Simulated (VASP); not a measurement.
# Te (P3_221) in VASP: settings compared

The runs below take Te through single point, with PBEsol+D3(BJ), PBE.

Everything below comes from runs of VASP 6.6.1. Logs are shortened: lines on timing, memory, paths and dates and some standing lists are left out, and cuts for length are marked.

## (1) The cell of the first run

The structure is trigonal, space group P3_221 (No. 154). Conventional cell: a = 4.447 Å, b = 4.447 Å, c = 5.915 Å, α = 90.00°, β = 90.00°, γ = 120.00°. Within 3.8 Å of Te (site symmetry 2) lie 6 Te at 2.86 to 3.46 Å.

## (2) Single point, PBEsol+D3(BJ)

Contents of INCAR:

```
ALGO     = Normal         # electronic algorithm
EDIFF    = 1E-6           # SCF threshold, eV
ENCUT    = 520            # plane-wave cutoff, eV
GGA      = PS             # functional
ISIF     = 2              # what is computed and relaxed
ISMEAR   = -5             # smearing method
IVDW     = 12             # dispersion correction
LASPH    = True           # aspherical terms in the spheres
LCHARG   = False          # write CHGCAR
LREAL    = False          # projectors in reciprocal space
LWAVE    = False          # write WAVECAR
NBANDS   = 16             # bands
NELM     = 100            # most SCF steps
PREC     = Accurate       # precision mode
SIGMA    = 0.1            # smearing width, eV
```

Contents of KPOINTS:

```
k-points
0
Gamma
  7 7 5
```

Contents of POSCAR:

```
Te
1.0
    4.4469300000      0.0000000000      0.0000000000
   -2.2234650000      3.8511543489      0.0000000000
    0.0000000000      0.0000000000      5.9149200000
Te
3
Direct
    0.7310000000      0.7310000000      0.5000000000
    0.0000000000      0.2690000000      0.8333333333
    0.2690000000      0.0000000000      0.1666666667
```

Potentials or basis: VASP PAW PBE potentials, release 64 (Te).

The run is started by

```sh
$ cat potpaw_PBE.64/Te/POTCAR > POTCAR
$ mpirun -np 1 vasp_std > vasp.out
```

OUTCAR:

```text
EDIFF = 1E-6
   ENCUT = 520
   GGA = PS
   ISIF = 2
   ISMEAR = -5
   IVDW = 12
   LASPH = True
   LREAL = False
   NELM = 100
   PREC = Accurate
 IVDW          = 12

 ion  position               nearest neighbor table
   1  0.731  0.731  0.500-   3 2.86   2 2.86   3 3.46   2 3.46   2 3.46   3 3.46
   2  0.000  0.269  0.833-   1 2.86   3 2.86   1 3.46   1 3.46   3 3.46   3 3.46
   3  0.269  0.000  0.167-   1 2.86   2 2.86   1 3.46   1 3.46   2 3.46   2 3.46

  LATTYP: Found a hexagonal cell.
 ALAT       =     4.4469300000
 C/A-ratio  =     1.3301131342

  Lattice vectors:

 A1 = (   4.4469300000,   0.0000000000,   0.0000000000)
 A2 = (  -2.2234650000,   3.8511543489,   0.0000000000)
 A3 = (   0.0000000000,   0.0000000000,   5.9149200000)

Analysis of symmetry for initial positions (statically):
=====================================================================
 Subroutine PRICEL returns:
 Original cell was already a primitive cell.

 Routine SETGRP: Setting up the symmetry group for a
 hexagonal supercell.

 Subroutine GETGRP returns: Found  6 space group operations
 (whereof  2 operations were pure point group operations)
 out of a pool of 24 trial point group operations.

The static configuration has the point symmetry C_2 .
 The point group associated with its full space group is D_3 .

Analysis of symmetry for dynamics (positions and initial velocities):
=====================================================================
 Subroutine PRICEL returns:
 Original cell was already a primitive cell.

 Routine SETGRP: Setting up the symmetry group for a
 hexagonal supercell.

 Subroutine GETGRP returns: Found  6 space group operations
 (whereof  2 operations were pure point group operations)
 out of a pool of 24 trial point group operations.

The dynamic configuration has the point symmetry C_2 .
 The point group associated with its full space group is D_3 .

 Subroutine INISYM returns: Found  6 space group operations
 (whereof  2 operations are pure point group operations),
 and found     1 'primitive' translations

----------------------------------------------------------------------------------------

                                     Primitive cell

  volume of cell :     101.2978

  direct lattice vectors                    reciprocal lattice vectors
     4.446930000  0.000000000  0.000000000     0.224874239  0.129831202  0.000000000
    -2.223465000  3.851154349  0.000000000     0.000000000  0.259662405  0.000000000
     0.000000000  0.000000000  5.914920000     0.000000000  0.000000000  0.169063994

  length of vectors
     4.446930000  4.446930000  5.914920000     0.259662405  0.259662405  0.169063994

  position of ions in fractional coordinates (direct lattice)
     0.731000000  0.731000000  0.500000000
     1.000000000  0.269000000  0.833333333
     0.269000000  0.000000000  0.166666667

  ion indices of the primitive-cell ions
   primitive index   ion index
                 1           1
                 2           2
                 3           3

----------------------------------------------------------------------------------------

 KPOINTS: k-points

Automatic generation of k-mesh.
 Grid dimensions read from file:
 generate k-points for:    7    7    5

 Generating k-lattice:

  Cartesian coordinates                     Fractional coordinates (reciprocal lattice)
     0.032124891  0.018547315  0.000000000     0.142857143  0.000000000  0.000000000
     0.000000000  0.037094629  0.000000000     0.000000000  0.142857143  0.000000000
     0.000000000  0.000000000  0.033812799     0.000000000  0.000000000  0.200000000

  Length of vectors
     0.037094629  0.037094629  0.033812799

  Shift w.r.t. Gamma in fractional coordinates (k-lattice)
     0.000000000  0.000000000  0.000000000

 TETIRR: Found    338 inequivalent tetrahedra from     1470

 Subroutine IBZKPT returns following result:
 ===========================================

 Found     32 irreducible k-points:

 Following reciprocal coordinates:
            Coordinates               Weight
  0.000000  0.000000  0.000000      1.000000
  0.142857  0.000000  0.000000      6.000000
  0.285714 -0.000000  0.000000      6.000000
  0.428571 -0.000000  0.000000      6.000000
  0.142857  0.142857  0.000000      6.000000
  0.285714  0.142857  0.000000     12.000000
[... 16 lines left out ...]
  0.000000  0.142857  0.400000      6.000000
  0.285714 -0.000000  0.400000      6.000000
 [... further k-points ...]
   k-points           NKPTS =     32   k-points in BZ     NKDIM =     32   number of bands    NBANDS=     16
   number of dos      NEDOS =    301   number of ions     NIONS =      3
   total plane-waves  NPLWV =  62208
   dimension x,y,z NGX =    36 NGY =   36 NGZ =   48
   dimension x,y,z NGXF=    72 NGYF=   72 NGZF=   96
   ions per type =               3
   NGX,Y,Z   is equivalent  to a cutoff of  13.46, 13.46, 13.49 a.u.
   NGXF,Y,Z  is equivalent  to a cutoff of  26.92, 26.92, 26.98 a.u.
 SYSTEM =  unknown system
   PREC   = accura    normal or accurate (medium, high low for compatibility)
   ISTART =      0    job   : 0-new  1-cont  2-samecut
   ICHARG =      2    charge: 1-file 2-atom 10-const
   ISPIN  =      1    spin polarized calculation?
   LNONCOLLINEAR =      F non collinear calculations
   LSORBIT =      F    spin-orbit coupling
   LASPH  =      T    aspherical Exc in radial PAW
   ENCUT  =  520.0 eV  38.22 Ry    6.18 a.u.   8.27  8.27 11.00*2*pi/ulx,y,z
   NELM   =    100;   NELMIN=  2; NELMDL= -5     # of ELM steps
   EDIFF  = 0.1E-05   stopping-criterion for ELM
   LREAL  =      F    real-space projection
   EDIFFG = 0.1E-04   stopping-criterion for IOM
   NSW    =      0    number of steps for IOM
   IBRION =     -1    ionic relax: 0-MD 1-quasi-New 2-CG
   NFREE  =      0    steps in history (QN), initial steepest desc. (CG)
   ISIF   =      2    stress and relaxation
   ISYM   =      2    0-nonsym 1-usesym 2-fastsym
   POTIM  = 0.5000    time-step for ionic-motion
   TEBEG  =    0.0;   TEEND  =   0.0 temperature during run
   PSTRESS=    0.0 pullay stress
   NELECT =      18.0000    total number of electrons
   NUPDOWN=      -1.0000    fix difference up-down
   EMIN   =  10.00;   EMAX   =-10.00  energy-range for DOS
   EFERMI =   0.00;   METHOD = LEGACY
   ISMEAR =    -5;   SIGMA  =   0.10  broadening in eV -4-tet -1-fermi 0-gaus
   EFERMI_NEDOS =   21; number of points for ismear=-14 and -15
   IALGO  =     38    algorithm
   IMIX   =      4    mixing-type and parameters
     AMIX     =   0.40;   BMIX     =  1.00
     AMIX_MAG =   1.60;   BMIX_MAG =  1.00
  volume/ion in A,a.u.               =      33.77       227.86
  Fermi-wavevector in a.u.,A,eV,Ry     =   0.920377  1.739260 11.525405  0.847093
  Thomas-Fermi vector in A             =   2.045675
   LORBIT       =      0    0 simple, 1 ext, 2 COOP (PROOUT), +10 PAW based schemes
   GGA     = PS    functional components
   LHFCALC =     F    Hartree Fock is set to
   AEXX    =    0.0000 exact exchange contribution
   IVDW    =    12    specifies the selected vdW correction
   LEPSILON=     F    determine dielectric tensor
   LRPA    =     F    only Hartree local field effects (RPA)
 non-spin polarized calculation
 Fermi weights with tetrahedron method with Bloechl corrections
  energy-cutoff  :      520.00
  volume of cell :      101.30
 maximum number of plane-waves:      2746
 NGX is ok and might be reduce to    36
   NGX = 17   NGY = 17   NGZ = 21

 number of electron      17.9999999 magnetization

 Free energy of the ion-electron system (eV)
  ---------------------------------------------------
  ext. energy  EPLUGINS =         0.00000000
  ---------------------------------------------------
  free energy    TOTEN  =       -10.54858602 eV

  energy without entropy =      -10.54858602  energy(sigma->0) =      -10.54858602

 E-fermi :   5.7378     XC(G=0):  -9.2487

 val. band max:        5.7216137184   @ k =   0.2857   0.2857   0.4000
 cond. band min:       6.3075834344   @ k =   0.0000   0.0000   0.4000
 fundamental gap:      0.5859697160
 Fermi energy:         5.7378147612

 k-point     1 :       0.0000    0.0000    0.0000
  band No.  band energies     occupation
      1      -7.7944      2.00000
      2      -4.4652      2.00000
      3      -4.4652      2.00000
      4       2.7978      2.00000
      5       3.1185      2.00000
      6       3.1185      2.00000
[... 8 lines left out ...]
     15      11.7256      0.00000
     16      12.1071      0.00000

 k-point     2 :       0.1429    0.0000    0.0000
  band No.  band energies     occupation
      1      -7.6557      2.00000
      2      -4.5095      2.00000
      3      -4.4264      2.00000
      4       1.9051      2.00000
      5       2.5113      2.00000
      6       2.8254      2.00000
[... 8 lines left out ...]
     15      11.9031      0.00000
     16      12.2671      0.00000

 k-point     3 :       0.2857   -0.0000    0.0000
  band No.  band energies     occupation
      1      -7.2735      2.00000
      2      -4.7337      2.00000
      3      -4.3292      2.00000
      4       1.0939      2.00000
      5       1.8139      2.00000
      6       2.3590      2.00000
[... 8 lines left out ...]
     15      12.4724      0.00000
     16      13.3068      0.00000

 k-point     4 :       0.4286   -0.0000    0.0000
  band No.  band energies     occupation
      1      -6.8201      2.00000
      2      -5.1262      2.00000
      3      -4.2412      2.00000
      4       0.9679      2.00000
      5       1.4491      2.00000
      6       2.1496      2.00000
[... 8 lines left out ...]
     15      13.9117      0.00000
     16      14.5109      0.00000
[... 324 lines left out ...]
 k-point    22 :       0.1429    0.0000    0.4000
  band No.  band energies     occupation
      1      -7.0886      2.00000
      2      -6.4140      2.00000
      3      -2.7259      2.00000
      4       1.8155      2.00000
      5       2.5486      2.00000
      6       3.0814      2.00000
[... 8 lines left out ...]
     15      11.6763      0.00000
     16      12.4650      0.00000

 k-point    23 :       0.0000    0.1429    0.4000
  band No.  band energies     occupation
      1      -7.0938      2.00000
      2      -6.4040      2.00000
      3      -2.7519      2.00000
      4       1.8979      2.00000
      5       2.8647      2.00000
      6       3.1479      2.00000
[... 8 lines left out ...]
     15      11.4625      0.00000
     16      12.2087      0.00000

 k-point    24 :       0.2857   -0.0000    0.4000
  band No.  band energies     occupation
      1      -6.7376      2.00000
      2      -6.1714      2.00000
      3      -3.3345      2.00000
      4       0.9392      2.00000
      5       1.9231      2.00000
      6       2.6695      2.00000
[... 8 lines left out ...]
     15      12.5043      0.00000
     16      13.1656      0.00000

 [... further k-points ...]

------------------------ aborting loop because EDIFF is reached ----------------------------------------

 Edisp (eV)   -1.23424

 E8    (eV) :    -0.8394

  FORCE on cell =-STRESS in cart. coord.  units (eV):
  Direction    XX          YY          ZZ          XY          YZ          ZX
  --------------------------------------------------------------------------------------
  -------------------------------------------------------------------------------------
  Total      -1.71117    -1.71117    -1.47798    -0.00000    -0.00000     0.00000
  in kB     -27.06474   -27.06474   -23.37653    -0.00000    -0.00000     0.00000
  external pressure =      -25.84 kB  Pullay stress =        0.00 kB

 VOLUME and BASIS-vectors are now :
 -----------------------------------------------------------------------------
  energy-cutoff  :      520.00
  volume of cell :      101.30
      direct lattice vectors                 reciprocal lattice vectors
     4.446930000  0.000000000  0.000000000     0.224874239  0.129831202  0.000000000
    -2.223465000  3.851154349  0.000000000     0.000000000  0.259662405  0.000000000
     0.000000000  0.000000000  5.914920000     0.000000000  0.000000000  0.169063994

 POSITION                                       TOTAL-FORCE (eV/Angst)
 -----------------------------------------------------------------------------------
      1.62535      2.81519      2.95746        -0.073351     -0.127047      0.000000
     -0.59811      1.03596      4.92910        -0.073351      0.127047      0.000000
      1.19622      0.00000      0.98582         0.146701     -0.000000     -0.000000
 -----------------------------------------------------------------------------------
    total drift:                               -0.000000      0.000000      0.000000

  FREE ENERGIE OF THE ION-ELECTRON SYSTEM (eV)
  ---------------------------------------------------
  free  energy   TOTEN  =       -11.7828213118 eV

  energy  without entropy=      -11.7828213118  energy(sigma->0) =      -11.78282131
```

Run time: 21 s. Hardware: 1 thread of Intel Xeon 6975P-C (Granite Rapids), shared host; peak memory 0.25 GiB.

Results:

```
Free energy                : -11.7828 eV
Pressure                   : -2.6 GPa
Largest force              : 0.147 eV/Å
Band gap on the k mesh     : 0.59 eV, indirect (least direct gap 0.76 eV)
Dispersion energy per atom : -0.411 eV
```

Forces on the atoms (eV/Å):
```
Te  -0.073 -0.127  0.000
Te  -0.073  0.127  0.000
Te   0.147  0.000  0.000
```

Stress tensor (GPa, compression positive):
```
-2.71  0.00  0.00
 0.00 -2.71  0.00
 0.00  0.00 -2.34
```

Caveat: the PAW data sets were made with another functional, which shifts forces and pressure a little; spin-orbit coupling is left out, which moves the levels of the heavy elements. A k mesh can miss the band edges.

## (3) Single point, PBE

Contents of INCAR:

```
SYSTEM = Te
PREC = Accurate
ENCUT = 500
EDIFF = 1E-6
ISMEAR = -1
SIGMA = 0.02
LREAL = .FALSE.
LASPH = .TRUE.
NELM = 120
ALGO = Normal
ISIF = 2
LWAVE = .FALSE.
LCHARG = .FALSE.
GGA = PE
NBANDS = 16
GGA_COMPAT = .FALSE.
```

Contents of KPOINTS:

```
regular mesh
0
G
  4 4 3
  0 0 0
```

POSCAR is that of step 2.

Potentials or basis: VASP PAW PBE potentials, release 64 (Te).

The run is started by

```sh
$ cat potpaw_PBE.64/Te/POTCAR > POTCAR
$ mpirun -np 1 vasp_std > vasp.out
```

Run time: 12 s. Hardware: 1 thread of Intel Xeon Platinum 8375C at 2.90GHz (Ice Lake), shared host; peak memory 0.2 GiB.

It converged, with:

```
Free energy            : -9.3797 eV
Pressure               : 1.8 GPa
Largest force          : 0.174 eV/Å
Band gap on the k mesh : 0.79 eV, indirect (least direct gap 1.00 eV)
```

Forces on the atoms (eV/Å):
```
Te  -0.087 -0.151  0.000
Te  -0.087  0.151  0.000
Te   0.174  0.000  0.000
```

Stress tensor (GPa, compression positive):
```
1.77 0.00 0.00
0.00 1.77 0.00
0.00 0.00 1.93
```

Levels at points of the mesh, in eV from the valence-band top:
```
           k point  band 5  band 6  band 7  band 8  band 9  band 10  band 11  band 12  band 13  band 14
(0.00, 0.00, 0.00)   -2.49   -2.49   -1.42   -1.42   -0.59     1.28     1.28     1.87     5.22     5.22
(0.50, 0.00, 0.00)   -4.17   -3.35   -3.28   -0.77   -0.55     1.11     1.17     3.18     4.02     7.62
```

Caveat: spin-orbit coupling is left out, which moves the levels of the heavy elements. A k mesh can miss the band edges.
